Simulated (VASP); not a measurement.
Write the native input for VASP 6.6.1 that does the following.

- Task: relaxation of cell and atoms
- Functional: PBE
- Dispersion: D3(BJ)
- Potentials or basis: VASP PAW PBE potentials, release 64 (Mo_sv)
- Cutoff: 500 eV
- k mesh: 18 × 18 × 10
- Occupations: gaussian, width 0.1 eV
- Spin: no spin polarisation
- Dipole correction: no
- Further INCAR settings: ALGO = Normal; EDIFF = 1e-07; IBRION = 2; EDIFFG = -0.002; NSW = 100; ISIF = 3

The structure of Mo lies in POSCAR:

```
Mo
1.0
    2.8046577058      0.0000000000      0.0000000000
   -1.4023288529      2.4289048221      0.0000000000
    0.0000000000      0.0000000000      4.5800060336
Mo
2
Direct
    0.3333333333      0.6666666667      0.2500000000
    0.6666666667      0.3333333333      0.7500000000
```

This isn't the form of Mo at room conditions, which is bcc.

One way to write it, as run:

INCAR

```
SYSTEM = Mo
  PREC = Accurate
  ENCUT = 500
  EDIFF = 1E-7
  ISMEAR = 0
  SIGMA = 0.1
  LREAL = .FALSE.
  LASPH = .TRUE.
  NELM = 120
  ALGO = Normal
  ISIF = 3
  LWAVE = .FALSE.
  LCHARG = .FALSE.
  GGA = PE
  IVDW = 12
  IBRION = 2
  NSW = 100
  EDIFFG = -0.002
  GGA_COMPAT = .FALSE.
  NELMIN = 4
```

KPOINTS

```
regular mesh
0
G
  18 18 10
  0 0 0
```

Potentials or basis: VASP PAW PBE potentials, release 64 (Mo_sv).

Run with:

```bash
$ cat potpaw_PBE.64/Mo_sv/POTCAR > POTCAR
$ mpirun -np 1 vasp_std > vasp.out
```

Results of the run:

```yaml
Relaxed_volume: 15.66 Å³/atom
Relaxed_cell: a = 2.734 Å, b = 2.734 Å, c = 4.837 Å, α = 90.00°, β = 90.00°, γ = 120.00°
Space_group_after_relaxing_to_0.1_Å: P6_3/mmc (No. 194)
Energy_gained_by_relaxing: 27.6 meV/atom
Ionic_steps: 29
Pressure_after_relaxing: 0.0 GPa
Band_gap_on_the_k_mesh: zero (bands 14 and 15 overlap by 1.95 eV)
Dispersion_energy_per_atom: -0.713 eV
```

Wall time 14 min on 1 thread of Intel(R) Xeon(R) Platinum 8488C (Sapphire Rapids), with other jobs on the host, peak memory 0.24 GiB.
